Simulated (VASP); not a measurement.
# Al7As8 (a cell with a defect) in VASP: a series of runs

Al7As8 (a cell with a defect) is run at these levels: PBEsol; tasks: single point.

Program: VASP 6.6.1. These are calculated values, not measurements. Logs are shortened: lines on timing, memory, paths and dates and some standing lists are left out, and cuts for length are marked.

## Step 1: The cell of the first run

The cell holds a defect, 15 atoms: a = 8.041 Å, b = 8.041 Å, c = 8.041 Å, α = 60.00°, β = 60.00°, γ = 60.00°.

## Step 2: Single point, PBEsol

INCAR

```
ALGO     = Normal         # electronic algorithm
EDIFF    = 1E-7           # SCF threshold, eV
ENCUT    = 520            # plane-wave cutoff, eV
GGA      = PS             # functional
ISIF     = 2              # what is computed and relaxed
ISMEAR   = -1             # smearing method
LASPH    = True           # aspherical terms in the spheres
LCHARG   = False          # write CHGCAR
LREAL    = Auto         
LWAVE    = False          # write WAVECAR
NBANDS   = 44             # bands
NELM     = 60             # most SCF steps
PREC     = Accurate       # precision mode
SIGMA    = 0.05           # smearing width, eV
```

KPOINTS

```
k-points
0
Gamma
  2 2 2
```

POSCAR

```
Al7As8
1.0
    0.0000000000      5.6857465000      5.6857465000
    5.6857465000      0.0000000000      5.6857465000
    5.6857465000      5.6857465000      0.0000000000
Al As
7 8
Direct
   -0.0082860711      0.0106558567      0.0285905290
    0.0162129986     -0.0117597575      0.5182067122
   -0.0522833721      0.4978000690      0.0186364271
    0.0306285199      0.4629779045      0.5325912789
    0.5004108080      0.0766629325      0.0024195592
    0.5266803576      0.0106161961      0.4936157460
    0.5165903017      0.4977289262      0.4497850018
    0.1349171125      0.1278211225      0.1444126114
    0.1535612782      0.0893378732      0.6554753189
   -0.0016493876      0.6512126420      0.1894970168
    0.1424072459      0.6113117249      0.6444516125
    0.6220332721      0.2137046560      0.1239449385
    0.6424147647      0.1277484847      0.6369382631
    0.5811814684      0.5925156002      0.0832491389
    0.6875666194      0.6511801924      0.5002455702
```

Potentials or basis: VASP PAW PBE potentials, release 64 (Al, As).

Command:

```sh
$ cat potpaw_PBE.64/Al/POTCAR potpaw_PBE.64/As/POTCAR > POTCAR
$ mpirun -np 1 vasp_std > vasp.out
```

OUTCAR:

```text
EDIFF = 1E-7
   ENCUT = 520
   GGA = PS
   ISIF = 2
   ISMEAR = -1
   LASPH = True
   LREAL = Auto
   NELM = 60
   PREC = Accurate

 ion  position               nearest neighbor table
   1  0.992  0.011  0.029-   8 2.47   9 2.47  10 2.49  12 2.49
   2  0.016  0.988  0.518-   8 2.46  13 2.46   9 2.47  11 2.47
   3  0.948  0.498  0.019-  14 2.48   8 2.48  11 2.51  10 2.52
   4  0.031  0.463  0.533-  11 2.45   9 2.45  15 2.47  10 2.47
   5  0.500  0.077  0.002-   8 2.45  13 2.45  12 2.50
   6  0.527  0.011  0.494-  13 2.47   9 2.47  15 2.49  12 2.49
   7  0.517  0.498  0.450-  14 2.48  13 2.48  11 2.51  15 2.52
   8  0.135  0.128  0.144-   5 2.45   2 2.46   1 2.47   3 2.48
   9  0.154  0.089  0.655-   4 2.45   2 2.47   1 2.47   6 2.47
  10  0.998  0.651  0.189-   4 2.47   1 2.49  15 2.50   3 2.52
  11  0.142  0.611  0.644-   4 2.45   2 2.47   7 2.51   3 2.51
  12  0.622  0.214  0.124-   1 2.49   6 2.49   5 2.50  14 2.76
  13  0.642  0.128  0.637-   5 2.45   2 2.46   6 2.47   7 2.48
  14  0.581  0.593  0.083-   7 2.48   3 2.48  12 2.76
  15  0.688  0.651  0.500-   4 2.47   6 2.49  10 2.50   7 2.52

  LATTYP: Found a face centered cubic cell.
 ALAT       =    11.3714930000

  Lattice vectors:

 A1 = (   0.0000000000,   5.6857465000,   5.6857465000)
 A2 = (   5.6857465000,   0.0000000000,   5.6857465000)
 A3 = (   5.6857465000,   5.6857465000,   0.0000000000)

Analysis of symmetry for initial positions (statically):
=====================================================================
 Subroutine PRICEL returns:
 Original cell was already a primitive cell.

 Routine SETGRP: Setting up the symmetry group for a
 face centered cubic supercell.

 Subroutine GETGRP returns: Found  1 space group operations
 (whereof  1 operations were pure point group operations)
 out of a pool of 48 trial point group operations.

The static configuration has the point symmetry C_1 .

Analysis of symmetry for dynamics (positions and initial velocities):
=====================================================================
 Subroutine PRICEL returns:
 Original cell was already a primitive cell.

 Routine SETGRP: Setting up the symmetry group for a
 face centered cubic supercell.

 Subroutine GETGRP returns: Found  1 space group operations
 (whereof  1 operations were pure point group operations)
 out of a pool of 48 trial point group operations.

The dynamic configuration has the point symmetry C_1 .

 Subroutine INISYM returns: Found  1 space group operations
 (whereof  1 operations are pure point group operations),
 and found     1 'primitive' translations

----------------------------------------------------------------------------------------

                                     Primitive cell

  volume of cell :     367.6144

  direct lattice vectors                    reciprocal lattice vectors
     0.000000000  5.685746500  5.685746500    -0.087939200  0.087939200  0.087939200
     5.685746500  0.000000000  5.685746500     0.087939200 -0.087939200  0.087939200
     5.685746500  5.685746500  0.000000000     0.087939200  0.087939200 -0.087939200

  length of vectors
     8.040859813  8.040859813  8.040859813     0.152315163  0.152315163  0.152315163

  position of ions in fractional coordinates (direct lattice)
     0.991713929  0.010655857  0.028590529
     0.016212999  0.988240242  0.518206712
     0.947716628  0.497800069  0.018636427
     0.030628520  0.462977905  0.532591279
     0.500410808  0.076662932  0.002419559
     0.526680358  0.010616196  0.493615746
     0.516590302  0.497728926  0.449785002
     0.134917112  0.127821123  0.144412611
     0.153561278  0.089337873  0.655475319
     0.998350612  0.651212642  0.189497017
     0.142407246  0.611311725  0.644451612
     0.622033272  0.213704656  0.123944939
     0.642414765  0.127748485  0.636938263
     0.581181468  0.592515600  0.083249139
     0.687566619  0.651180192  0.500245570

  ion indices of the primitive-cell ions
   primitive index   ion index
                 1           1
                 2           2
                 3           3
                 4           4
                 5           5
                 6           6
                 7           7
                 8           8
                 9           9
                10          10
                11          11
                12          12
                13          13
                14          14
                15          15

----------------------------------------------------------------------------------------

 KPOINTS: k-points

Automatic generation of k-mesh.
 Grid dimensions read from file:
 generate k-points for:    2    2    2

 Generating k-lattice:

  Cartesian coordinates                     Fractional coordinates (reciprocal lattice)
    -0.043969600  0.043969600  0.043969600     0.500000000  0.000000000  0.000000000
     0.043969600 -0.043969600  0.043969600     0.000000000  0.500000000  0.000000000
     0.043969600  0.043969600 -0.043969600     0.000000000  0.000000000  0.500000000

  Length of vectors
     0.076157581  0.076157581  0.076157581

  Shift w.r.t. Gamma in fractional coordinates (k-lattice)
     0.000000000  0.000000000  0.000000000

 Subroutine IBZKPT returns following result:
 ===========================================

 Found      8 irreducible k-points:

 Following reciprocal coordinates:
            Coordinates               Weight
  0.000000  0.000000  0.000000      1.000000
  0.500000  0.000000  0.000000      1.000000
  0.000000  0.500000  0.000000      1.000000
  0.000000  0.000000  0.500000      1.000000
  0.500000  0.500000  0.500000      1.000000
  0.500000  0.500000  0.000000      1.000000
  0.000000  0.500000  0.500000      1.000000
  0.500000  0.000000  0.500000      1.000000
   k-points           NKPTS =      8   k-points in BZ     NKDIM =      8   number of bands    NBANDS=     44
   number of dos      NEDOS =    301   number of ions     NIONS =     15
   total plane-waves  NPLWV = 216000
   dimension x,y,z NGX =    60 NGY =   60 NGZ =   60
   dimension x,y,z NGXF=   120 NGYF=  120 NGZF=  120
   ions per type =               7   8
   NGX,Y,Z   is equivalent  to a cutoff of  12.41, 12.41, 12.41 a.u.
   NGXF,Y,Z  is equivalent  to a cutoff of  24.81, 24.81, 24.81 a.u.
 SYSTEM =  unknown system
   PREC   = accura    normal or accurate (medium, high low for compatibility)
   ISTART =      0    job   : 0-new  1-cont  2-samecut
   ICHARG =      2    charge: 1-file 2-atom 10-const
   ISPIN  =      1    spin polarized calculation?
   LNONCOLLINEAR =      F non collinear calculations
   LSORBIT =      F    spin-orbit coupling
   LASPH  =      T    aspherical Exc in radial PAW
   ENCUT  =  520.0 eV  38.22 Ry    6.18 a.u.  14.95 14.95 14.95*2*pi/ulx,y,z
   NELM   =     60;   NELMIN=  2; NELMDL= -5     # of ELM steps
   EDIFF  = 0.1E-06   stopping-criterion for ELM
   LREAL  =      T    real-space projection
   EDIFFG = 0.1E-05   stopping-criterion for IOM
   NSW    =      0    number of steps for IOM
   IBRION =     -1    ionic relax: 0-MD 1-quasi-New 2-CG
   NFREE  =      0    steps in history (QN), initial steepest desc. (CG)
   ISIF   =      2    stress and relaxation
   ISYM   =      2    0-nonsym 1-usesym 2-fastsym
   POTIM  = 0.5000    time-step for ionic-motion
   TEBEG  =    0.0;   TEEND  =   0.0 temperature during run
   PSTRESS=    0.0 pullay stress
   NELECT =      61.0000    total number of electrons
   NUPDOWN=      -1.0000    fix difference up-down
   EMIN   =  10.00;   EMAX   =-10.00  energy-range for DOS
   EFERMI =   0.00;   METHOD = LEGACY
   ISMEAR =    -1;   SIGMA  =   0.05  broadening in eV -4-tet -1-fermi 0-gaus
   EFERMI_NEDOS =   21; number of points for ismear=-14 and -15
   IALGO  =     38    algorithm
   IMIX   =      4    mixing-type and parameters
     AMIX     =   0.40;   BMIX     =  1.00
     AMIX_MAG =   1.60;   BMIX_MAG =  1.00
  volume/ion in A,a.u.               =      24.51       165.39
  Fermi-wavevector in a.u.,A,eV,Ry     =   0.899609  1.700015 11.011153  0.809297
  Thomas-Fermi vector in A             =   2.022464
   LORBIT       =      0    0 simple, 1 ext, 2 COOP (PROOUT), +10 PAW based schemes
   GGA     = PS    functional components
   LHFCALC =     F    Hartree Fock is set to
   AEXX    =    0.0000 exact exchange contribution
   IVDW    =     0    specifies the selected vdW correction
   LEPSILON=     F    determine dielectric tensor
   LRPA    =     F    only Hartree local field effects (RPA)
 non-spin polarized calculation
  energy-cutoff  :      520.00
  volume of cell :      367.61
 maximum number of plane-waves:      9922
 NGX is ok and might be reduce to    60
   NGX = 29   NGY = 29   NGZ = 29

 number of electron      61.0000000 magnetization

 Free energy of the ion-electron system (eV)
  ---------------------------------------------------
  ext. energy  EPLUGINS =         0.00000000
  ---------------------------------------------------
  free energy    TOTEN  =       -72.51014713 eV

  energy without entropy =      -72.50957349  energy(sigma->0) =      -72.50986031

 E-fermi :   4.0342     XC(G=0):  -8.9003

 val. band max:        3.7319957418   @ k =   0.5000   0.5000   0.5000
 cond. band min:       4.3278419265   @ k =   0.5000   0.0000   0.5000
 fundamental gap:      0.5958461848
 Fermi energy:         4.0342095048

 k-point     1 :       0.0000    0.0000    0.0000
  band No.  band energies     occupation
      1      -8.8573      2.00000
      2      -7.8891      2.00000
      3      -7.2699      2.00000
      4      -7.0811      2.00000
      5      -7.0464      2.00000
      6      -6.9050      2.00000
[... 349 lines left out ...]
     41       7.5422      0.00000
     42       8.0275      0.00000
 [bands above 42 left out]

------------------------ aborting loop because EDIFF is reached ----------------------------------------

  FORCE on cell =-STRESS in cart. coord.  units (eV):
  Direction    XX          YY          ZZ          XY          YZ          ZX
  --------------------------------------------------------------------------------------
  -------------------------------------------------------------------------------------
  Total       -5.1614218     -0.8701212     -5.1447974     -0.5347015     -0.5287252     -1.6898312
  in kB      -22.4950757     -3.7922576    -22.4226213     -2.3303950     -2.3043482     -7.3648081
  external PRESSURE =     -16.2366516 kB  Pullay stress =       0.0000000 kB

 VOLUME and BASIS-vectors are now :
 -----------------------------------------------------------------------------
  energy-cutoff  :      520.00
  volume of cell :      367.61
      direct lattice vectors                 reciprocal lattice vectors
     0.000000000  5.685746500  5.685746500    -0.087939200  0.087939200  0.087939200
     5.685746500  0.000000000  5.685746500     0.087939200 -0.087939200  0.087939200
     5.685746500  5.685746500  0.000000000     0.087939200  0.087939200 -0.087939200

 POSITION                                       TOTAL-FORCE (eV/Angst)
 -----------------------------------------------------------------------------------
      0.22315      5.80119      5.69922         0.017693     -0.062213     -0.020085
      8.56528      3.03858      5.71107        -0.001739     -0.014236     -0.000195
      2.93633      5.49444      8.21884         0.025701      0.039005      0.079204
      5.66055      3.20232      2.80652         0.022206      0.018647      0.022632
      0.44964      2.85897      3.28110        -0.295917      0.148092     -0.293751
      2.86693      5.80115      3.05493        -0.016504     -0.062447      0.012598
      5.38732      5.49456      5.76716         0.080408      0.039659      0.024876
      1.54785      1.58820      1.49386        -0.000511     -0.055522     -0.020984
      4.23482      4.59998      1.38106        -0.004932     -0.027252     -0.001676
      4.78006      6.75380      9.37900         0.019638      0.036077      0.075054
      7.13995      4.47388      4.28546         0.019887      0.022764      0.028876
      1.91979      4.24144      4.75179        -0.093863     -0.094469     -0.088862
      4.34781      7.27408      4.37895        -0.021969     -0.052302     -0.001265
      3.84223      3.77778      6.67334         0.174845      0.027539      0.167914
      6.54671      6.75360      7.61177         0.075059      0.036658      0.015665
 -----------------------------------------------------------------------------------
    total drift:                               -0.016016      0.025519      0.010090

  FREE ENERGIE OF THE ION-ELECTRON SYSTEM (eV)
  ---------------------------------------------------
  free  energy   TOTEN  =       -72.5101471279 eV

  energy  without entropy=      -72.5095734864  energy(sigma->0) =      -72.50986031
```

Run time: 4.4 min. Hardware: 1 thread of Intel Xeon Platinum 8259CL at 2.50GHz (Skylake/Cascade Lake), shared host; peak memory 0.49 GiB.

Results:

| Quantity | Value |
| --- | --- |
| Free energy | -72.5101 eV |
| Pressure | -1.6 GPa |
| Largest force | 0.442 eV/Å |

Forces on the atoms (eV/Å):
```
Al   0.018 -0.062 -0.020
Al  -0.002 -0.014  0.000
Al   0.026  0.039  0.079
Al   0.022  0.019  0.023
Al  -0.296  0.148 -0.294
Al  -0.017 -0.062  0.013
Al   0.080  0.040  0.025
As  -0.001 -0.056 -0.021
As  -0.005 -0.027 -0.002
As   0.020  0.036  0.075
As   0.020  0.023  0.029
As  -0.094 -0.094 -0.089
As  -0.022 -0.052 -0.001
As   0.175  0.028  0.168
As   0.075  0.037  0.016
```

Stress tensor (GPa, compression positive):
```
-2.25 -0.23 -0.74
-0.23 -0.38 -0.23
-0.74 -0.23 -2.24
```

Caveat: the k points lie up to 0.48 Å⁻¹ apart; the PAW data sets were made with another functional, which shifts forces and pressure a little.

[end of part 1 of 2]
